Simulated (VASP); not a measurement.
# Si4O7 (a cell with a defect) in VASP: notebook

Runs on Si4O7 (a cell with a defect). Level: PBE. Tasks: single point.

All numbers are computed with VASP 6.6.1; they aren't measurements. Logs are shortened: lines on timing, memory, paths and dates and some standing lists are left out, and cuts for length are marked.

### Step 1. The cell of the first run

The cell holds a defect, 11 atoms: a = 5.080 Å, b = 5.080 Å, c = 7.091 Å, α = 90.00°, β = 90.00°, γ = 90.00°.

### Step 2. Single point, PBE

File INCAR:

```
SYSTEM = Si4O7
ALGO = Normal
EDIFF = 1E-6
ENCUT = 520
GGA = PE
ISIF = 2
ISMEAR = 0
LASPH = .True.
LCHARG = .True.
LELF = .True.
LREAL = .False.
LVHAR = .True.
LWAVE = .False.
NBANDS = 40
NELM = 100
PREC = Accurate
SIGMA = 0.05
```

File KPOINTS:

```
k-points
0
Gamma
  4 4 4
  0 0 0
```

File POSCAR:

```
Si4O7
1.0
    5.0799801732      0.0000000000      0.0000000000
    0.0000000000      5.0799801732      0.0000000000
    0.0000000000      0.0000000000      7.0914769300
Si O
4 7
Direct
    0.2944292339      0.2944292339      0.0000000000
    0.2055707661      0.7944292339      0.2500000000
    0.7055707661      0.7055707661      0.5000000000
    0.7944292339      0.2055707661      0.7500000000
    0.4053663613      0.7409644515      0.4248320116
    0.7590355485      0.9053663613      0.6748320116
    0.5946336387      0.2590355485      0.9248320116
    0.7409644515      0.4053663613      0.5751679884
    1.1084931601      1.0783000479      0.2341744261
    0.2590355485      0.5946336387      0.0751679884
    0.0946336387      0.2409644515      0.8251679884
```

Potentials or basis: VASP PAW PBE potentials, release 64 (Si, O).

Run with:

```
$ cat potpaw_PBE.64/Si/POTCAR potpaw_PBE.64/O/POTCAR > POTCAR
$ mpirun -np 1 vasp_std > vasp.out
```

OUTCAR:

```text
SYSTEM = Si4O7
   EDIFF = 1E-6
   ENCUT = 520
   GGA = PE
   ISIF = 2
   ISMEAR = 0
   LASPH = .True.
   LREAL = .False.
   NELM = 100
   PREC = Accurate

 ion  position               nearest neighbor table
   1  0.294  0.294  0.000-  11 1.63  10 1.63   7 1.63   9 2.20   2 3.13   4 3.13   2 3.13   4 3.13

   2  0.206  0.794  0.250-   9 1.53   5 1.63  10 1.63   3 3.13   1 3.13   1 3.13   3 3.13
   3  0.706  0.706  0.500-   6 1.63   5 1.63   8 1.63   4 3.13   2 3.13   4 3.13   2 3.13
   4  0.794  0.206  0.750-   7 1.63   8 1.63   6 1.63  11 1.63   1 3.13   3 3.13   3 3.13   1 3.13

   5  0.405  0.741  0.425-   2 1.63   3 1.63
   6  0.759  0.905  0.675-   3 1.63   4 1.63
   7  0.595  0.259  0.925-   4 1.63   1 1.63
   8  0.741  0.405  0.575-   4 1.63   3 1.63
   9  0.108  0.078  0.234-   2 1.53   1 2.20
  10  0.259  0.595  0.075-   2 1.63   1 1.63
  11  0.095  0.241  0.825-   1 1.63   4 1.63

  LATTYP: Found a simple tetragonal cell.
 ALAT       =     5.0799801732
 C/A-ratio  =     1.3959654739

  Lattice vectors:

 A1 = (   5.0799801732,   0.0000000000,   0.0000000000)
 A2 = (   0.0000000000,   5.0799801732,   0.0000000000)
 A3 = (   0.0000000000,   0.0000000000,   7.0914769300)

Analysis of symmetry for initial positions (statically):
=====================================================================
 Subroutine PRICEL returns:
 Original cell was already a primitive cell.

 Routine SETGRP: Setting up the symmetry group for a
 simple tetragonal supercell.

 Subroutine GETGRP returns: Found  1 space group operations
 (whereof  1 operations were pure point group operations)
 out of a pool of 16 trial point group operations.

The static configuration has the point symmetry C_1 .

Analysis of symmetry for dynamics (positions and initial velocities):
=====================================================================
 Subroutine PRICEL returns:
 Original cell was already a primitive cell.

 Routine SETGRP: Setting up the symmetry group for a
 simple tetragonal supercell.

 Subroutine GETGRP returns: Found  1 space group operations
 (whereof  1 operations were pure point group operations)
 out of a pool of 16 trial point group operations.

The dynamic configuration has the point symmetry C_1 .

 Subroutine INISYM returns: Found  1 space group operations
 (whereof  1 operations are pure point group operations),
 and found     1 'primitive' translations

----------------------------------------------------------------------------------------

                                     Primitive cell

  volume of cell :     183.0041

  direct lattice vectors                    reciprocal lattice vectors
     5.079980173  0.000000000  0.000000000     0.196851162  0.000000000  0.000000000
     0.000000000  5.079980173  0.000000000     0.000000000  0.196851162  0.000000000
     0.000000000  0.000000000  7.091476930     0.000000000  0.000000000  0.141014349

  length of vectors
     5.079980173  5.079980173  7.091476930     0.196851162  0.196851162  0.141014349

  position of ions in fractional coordinates (direct lattice)
     0.294429234  0.294429234  0.000000000
     0.205570766  0.794429234  0.250000000
     0.705570766  0.705570766  0.500000000
     0.794429234  0.205570766  0.750000000
     0.405366361  0.740964451  0.424832012
     0.759035549  0.905366361  0.674832012
     0.594633639  0.259035549  0.924832012
     0.740964451  0.405366361  0.575167988
     0.108493160  0.078300048  0.234174426
     0.259035549  0.594633639  0.075167988
     0.094633639  0.240964451  0.825167988

  ion indices of the primitive-cell ions
   primitive index   ion index
                 1           1
                 2           2
                 3           3
                 4           4
                 5           5
                 6           6
                 7           7
                 8           8
                 9           9
                10          10
                11          11

----------------------------------------------------------------------------------------

 KPOINTS: k-points

Automatic generation of k-mesh.
 Grid dimensions read from file:
 generate k-points for:    4    4    4

 Generating k-lattice:

  Cartesian coordinates                     Fractional coordinates (reciprocal lattice)
     0.049212790  0.000000000  0.000000000     0.250000000  0.000000000  0.000000000
     0.000000000  0.049212790  0.000000000     0.000000000  0.250000000  0.000000000
     0.000000000  0.000000000  0.035253587     0.000000000  0.000000000  0.250000000

  Length of vectors
     0.049212790  0.049212790  0.035253587

  Shift w.r.t. Gamma in fractional coordinates (k-lattice)
     0.000000000  0.000000000  0.000000000

 Subroutine IBZKPT returns following result:
 ===========================================

 Found     36 irreducible k-points:

 Following reciprocal coordinates:
            Coordinates               Weight
  0.000000  0.000000  0.000000      1.000000
  0.250000  0.000000  0.000000      2.000000
  0.000000  0.250000  0.000000      2.000000
  0.500000  0.000000  0.000000      1.000000
  0.000000  0.500000  0.000000      1.000000
  0.250000  0.250000  0.000000      2.000000
[... 16 lines left out ...]
 -0.250000  0.500000  0.250000      2.000000
  0.500000 -0.250000  0.250000      2.000000
 [... further k-points ...]
   k-points           NKPTS =     36   k-points in BZ     NKDIM =     36   number of bands    NBANDS=     40
   number of dos      NEDOS =    301   number of ions     NIONS =     11
   total plane-waves  NPLWV =  86400
   dimension x,y,z NGX =    40 NGY =   40 NGZ =   54
   dimension x,y,z NGXF=    80 NGYF=   80 NGZF=  108
   ions per type =               4   7
   NGX,Y,Z   is equivalent  to a cutoff of  13.09, 13.09, 12.66 a.u.
   NGXF,Y,Z  is equivalent  to a cutoff of  26.18, 26.18, 25.32 a.u.
 SYSTEM =  Si4O7
   PREC   = accura    normal or accurate (medium, high low for compatibility)
   ISTART =      0    job   : 0-new  1-cont  2-samecut
   ICHARG =      2    charge: 1-file 2-atom 10-const
   ISPIN  =      1    spin polarized calculation?
   LNONCOLLINEAR =      F non collinear calculations
   LSORBIT =      F    spin-orbit coupling
   LASPH  =      T    aspherical Exc in radial PAW
   ENCUT  =  520.0 eV  38.22 Ry    6.18 a.u.   9.45  9.45 13.19*2*pi/ulx,y,z
   NELM   =    100;   NELMIN=  2; NELMDL= -5     # of ELM steps
   EDIFF  = 0.1E-05   stopping-criterion for ELM
   LREAL  =      F    real-space projection
   EDIFFG = 0.1E-04   stopping-criterion for IOM
   NSW    =      0    number of steps for IOM
   IBRION =     -1    ionic relax: 0-MD 1-quasi-New 2-CG
   NFREE  =      0    steps in history (QN), initial steepest desc. (CG)
   ISIF   =      2    stress and relaxation
   ISYM   =      2    0-nonsym 1-usesym 2-fastsym
   POTIM  = 0.5000    time-step for ionic-motion
   TEBEG  =    0.0;   TEEND  =   0.0 temperature during run
   PSTRESS=    0.0 pullay stress
   NELECT =      58.0000    total number of electrons
   NUPDOWN=      -1.0000    fix difference up-down
   EMIN   =  10.00;   EMAX   =-10.00  energy-range for DOS
   EFERMI =   0.00;   METHOD = LEGACY
   ISMEAR =     0;   SIGMA  =   0.05  broadening in eV -4-tet -1-fermi 0-gaus
   EFERMI_NEDOS =   21; number of points for ismear=-14 and -15
   IALGO  =     38    algorithm
   IMIX   =      4    mixing-type and parameters
     AMIX     =   0.40;   BMIX     =  1.00
     AMIX_MAG =   1.60;   BMIX_MAG =  1.00
  volume/ion in A,a.u.               =      16.64       112.27
  Fermi-wavevector in a.u.,A,eV,Ry     =   1.116171  2.109257 16.950639  1.245837
  Thomas-Fermi vector in A             =   2.252782
   LORBIT       =      0    0 simple, 1 ext, 2 COOP (PROOUT), +10 PAW based schemes
   GGA     = PE    functional components
   LHFCALC =     F    Hartree Fock is set to
   AEXX    =    0.0000 exact exchange contribution
   IVDW    =     0    specifies the selected vdW correction
   LEPSILON=     F    determine dielectric tensor
   LRPA    =     F    only Hartree local field effects (RPA)
 non-spin polarized calculation
 Gauss-broadening in eV      SIGMA  =   0.05
  energy-cutoff  :      520.00
  volume of cell :      183.00
 maximum number of plane-waves:      4954
 NGX is ok and might be reduce to    40
   NGX = 19   NGY = 19   NGZ = 27

 number of electron      57.9999989 magnetization

 Free energy of the ion-electron system (eV)
  ---------------------------------------------------
  ext. energy  EPLUGINS =         0.00000000
  ---------------------------------------------------
  free energy    TOTEN  =       -81.17985535 eV

  energy without entropy =      -81.17985535  energy(sigma->0) =      -81.17985535

 E-fermi :   2.7627     XC(G=0):  -7.9831

 val. band max:        2.5203046666   @ k =   0.5000   0.5000   0.5000
 cond. band min:       3.6571290368   @ k =   0.0000   0.0000   0.5000
 fundamental gap:      1.1368243702
 Fermi energy:         2.7626982405

 k-point     1 :       0.0000    0.0000    0.0000
  band No.  band energies     occupation
      1     -19.9177      2.00000
      2     -19.0705      2.00000
      3     -18.7788      2.00000
      4     -18.3658      2.00000
      5     -17.9959      2.00000
      6     -17.6678      2.00000
[... 32 lines left out ...]
     39       9.4176      0.00000
     40      10.1840      0.00000

 k-point     2 :       0.2500    0.0000    0.0000
  band No.  band energies     occupation
      1     -19.7944      2.00000
      2     -19.1634      2.00000
      3     -18.7846      2.00000
      4     -18.4202      2.00000
      5     -18.0084      2.00000
      6     -17.6671      2.00000
[... 935 lines left out ...]
     39       9.6248      0.00000
     40       9.9047      0.00000

 k-point    24 :       0.5000   -0.2500    0.2500
  band No.  band energies     occupation
      1     -19.5021      2.00000
      2     -19.3256      2.00000
      3     -18.8023      2.00000
      4     -18.4829      2.00000
      5     -18.0358      2.00000
      6     -17.7825      2.00000
[... 32 lines left out ...]
     39       9.4681      0.00000
     40       9.6597      0.00000

 [... further k-points ...]

------------------------ aborting loop because EDIFF is reached ----------------------------------------

  FORCE on cell =-STRESS in cart. coord.  units (eV):
  Direction    XX          YY          ZZ          XY          YZ          ZX
  --------------------------------------------------------------------------------------
  -------------------------------------------------------------------------------------
  Total       -3.2565678      5.7006164     -3.8142586     -3.3672873      1.3971170      5.7009332
  in kB      -28.5108379     49.9081733    -33.3933500    -29.4801729     12.2315819     49.9109469
  external PRESSURE =      -3.9986715 kB  Pullay stress =       0.0000000 kB

 VOLUME and BASIS-vectors are now :
 -----------------------------------------------------------------------------
  energy-cutoff  :      520.00
  volume of cell :      183.00
      direct lattice vectors                 reciprocal lattice vectors
     5.079980173  0.000000000  0.000000000     0.196851162  0.000000000  0.000000000
     0.000000000  5.079980173  0.000000000     0.000000000  0.196851162  0.000000000
     0.000000000  0.000000000  7.091476930     0.000000000  0.000000000  0.141014349

 POSITION                                       TOTAL-FORCE (eV/Angst)
 -----------------------------------------------------------------------------------
      1.49569      1.49569      0.00000        -1.307723     -0.433262      0.953643
      1.04430      4.03568      1.77287        -1.990622     -3.794140      3.159482
      3.58429      3.58429      3.54574         2.673356      0.171373     -2.101632
      4.03568      1.04430      5.31861         0.000114     -0.411755     -1.132103
      2.05925      3.76408      3.01269        -0.071907      0.015854     -0.323479
      3.85589      4.59924      4.78556        -0.133974      0.499577      0.942422
      3.02073      1.31590      6.55842        -0.798717     -0.142063      1.026798
      3.76408      2.05925      4.07879        -0.227641     -0.732870      0.872072
      0.55114      0.39776      1.66064         1.134109      4.710736     -3.716050
      1.31590      3.02073      0.53305         0.253555      0.181283     -0.251492
      0.48074      1.22409      5.85166         0.469451     -0.064733      0.570339
 -----------------------------------------------------------------------------------
    total drift:                                0.000828     -0.000522      0.000086

  FREE ENERGIE OF THE ION-ELECTRON SYSTEM (eV)
  ---------------------------------------------------
  free  energy   TOTEN  =       -81.1798553535 eV

  energy  without entropy=      -81.1798553535  energy(sigma->0) =      -81.17985535
```

Run time: 2.4 min. Hardware: 1 thread of Intel Xeon 6975P-C (Granite Rapids), shared host; peak memory 0.37 GiB.

What came out:

```yaml
Free_energy: -81.1799 eV
Pressure: -0.4 GPa
Largest_force: 6.106 eV/Å
Band_gap_on_the_k_mesh: 1.14 eV
```

Forces on the atoms (eV/Å):
```
Si  -1.308 -0.433  0.954
Si  -1.991 -3.794  3.159
Si   2.673  0.171 -2.102
Si   0.000 -0.412 -1.132
O   -0.072  0.016 -0.323
O   -0.134  0.500  0.942
O   -0.799 -0.142  1.027
O   -0.228 -0.733  0.872
O    1.134  4.711 -3.716
O    0.254  0.181 -0.251
O    0.469 -0.065  0.570
```

Levels at points of the mesh, in eV from the valence-band top:
| k point | band 26 | band 27 | band 28 | band 29 | band 30 | band 31 | band 32 | band 33 |
| --- | --- | --- | --- | --- | --- | --- | --- | --- |
| (0.00, 0.00, 0.00) | -3.92 | -3.70 | -3.23 | -1.31 | 1.37 | 3.77 | 4.04 | 4.76 |
| (0.50, 0.00, 0.00) | -3.88 | -3.63 | -3.40 | -0.12 | 1.25 | 2.86 | 4.59 | 4.98 |
| (0.00, 0.50, 0.00) | -4.08 | -3.94 | -3.51 | -0.85 | 1.49 | 3.48 | 3.83 | 4.98 |
| (0.50, 0.50, 0.00) | -4.13 | -3.86 | -3.40 | -0.09 | 1.85 | 2.95 | 3.72 | 4.37 |
| (0.00, 0.00, 0.50) | -3.77 | -3.67 | -3.44 | -0.97 | 1.14 | 3.40 | 4.22 | 4.62 |
| (0.50, 0.00, 0.50) | -3.91 | -3.73 | -3.22 | -0.29 | 1.47 | 2.83 | 4.42 | 4.94 |
| (0.00, 0.50, 0.50) | -4.17 | -3.81 | -3.39 | -0.99 | 1.70 | 3.51 | 3.91 | 4.54 |
| (0.50, 0.50, 0.50) | -4.00 | -3.96 | -3.46 | 0.00 | 1.81 | 2.92 | 3.76 | 4.85 |

Caveat: the cell differs from its parent crystal (atoms taken out, atom 9 moved 0.750 of the way to it and +0.450 Å across, host rigid).

### Step 3. Single point, PBE

File INCAR:

```
SYSTEM = Si4O7
  PREC = Accurate
  ENCUT = 520
  EDIFF = 1E-6
  ISMEAR = 0
  SIGMA = 0.05
  LREAL = .False.
  LASPH = .True.
  NELM = 60
  ALGO = Normal
  ISIF = 2
  LWAVE = .False.
  LCHARG = .True.
  GGA = PE
  LELF = .True.
  LVHAR = .True.
  NBANDS = 40
```

File KPOINTS:

```
regular mesh
0
Gamma
  4 4 4
  0 0 0
```

POSCAR, as its differences from that of step 2:

```diff
@@ -16,3 +16,3 @@
     0.7409644515      0.4053663613      0.5751679884
-    1.1084931601      1.0783000479      0.2341744261
+    1.3381079891      0.9595017753      0.1313151710
     0.2590355485      0.5946336387      0.0751679884
```

Potentials or basis: VASP PAW PBE potentials, release 64 (Si, O).

Run with:

```
$ cat potpaw_PBE.64/Si/POTCAR potpaw_PBE.64/O/POTCAR > POTCAR
$ mpirun -np 1 vasp_std > vasp.out
```

It took 7.6 min on 1 thread of Intel Xeon 8259CL, shared host; peak memory 0.38 GiB.

It converged, with:

```yaml
Free_energy: -78.9240 eV
Pressure: 7.7 GPa
Largest_force: 22.977 eV/Å
Band_gap_on_the_k_mesh: 2.58 eV
```

Forces on the atoms (eV/Å):
```
Si    1.284  -2.426   0.235
Si   -8.975  -9.982  10.906
Si    1.374   0.511  -1.202
Si   -0.309  -0.054   0.248
O     0.642  -0.718   1.346
O     0.030   0.121   0.182
O     0.511   0.589  -0.517
O     0.084  -0.166  -0.130
O     6.598  19.319 -10.546
O    -1.253  -7.040  -0.912
O     0.015  -0.153   0.390
```

Stress tensor (GPa, compression positive):
```
 1.43  8.29 -2.56
 8.29 13.18 -3.77
-2.56 -3.77  8.55
```

Levels at points of the mesh, in eV from the valence-band top:
| k point | band 25 | band 26 | band 27 | band 28 | band 29 | band 30 | band 31 | band 32 | band 33 | band 34 |
| --- | --- | --- | --- | --- | --- | --- | --- | --- | --- | --- |
| (0.00, 0.00, 0.00) | -2.70 | -2.43 | -2.09 | -1.31 | -1.15 | 3.22 | 3.61 | 5.53 | 5.88 | 6.16 |
| (0.50, 0.00, 0.00) | -2.61 | -2.51 | -2.39 | -1.31 | -0.08 | 2.58 | 3.64 | 5.35 | 5.58 | 6.16 |
| (0.00, 0.50, 0.00) | -2.89 | -2.81 | -2.31 | -2.01 | -0.89 | 3.38 | 4.04 | 5.41 | 6.10 | 6.65 |
| (0.50, 0.50, 0.00) | -2.83 | -2.62 | -2.44 | -1.97 | -0.08 | 2.78 | 4.10 | 4.92 | 5.85 | 6.44 |
| (0.00, 0.00, 0.50) | -2.68 | -2.54 | -2.23 | -1.30 | -0.96 | 2.92 | 3.82 | 5.13 | 6.16 | 6.22 |
| (0.50, 0.00, 0.50) | -2.73 | -2.50 | -2.19 | -1.28 | -0.14 | 2.69 | 3.66 | 5.22 | 5.40 | 6.63 |
| (0.00, 0.50, 0.50) | -2.96 | -2.68 | -2.23 | -1.96 | -1.04 | 3.46 | 4.19 | 5.06 | 6.07 | 6.47 |
| (0.50, 0.50, 0.50) | -3.01 | -2.75 | -2.51 | -1.96 | 0.00 | 2.74 | 4.20 | 4.89 | 5.70 | 6.51 |

Caveat: the cell differs from its parent crystal (atoms taken out, atom 9 moved 1.000 of the way to it and -0.900 Å across, host rigid).
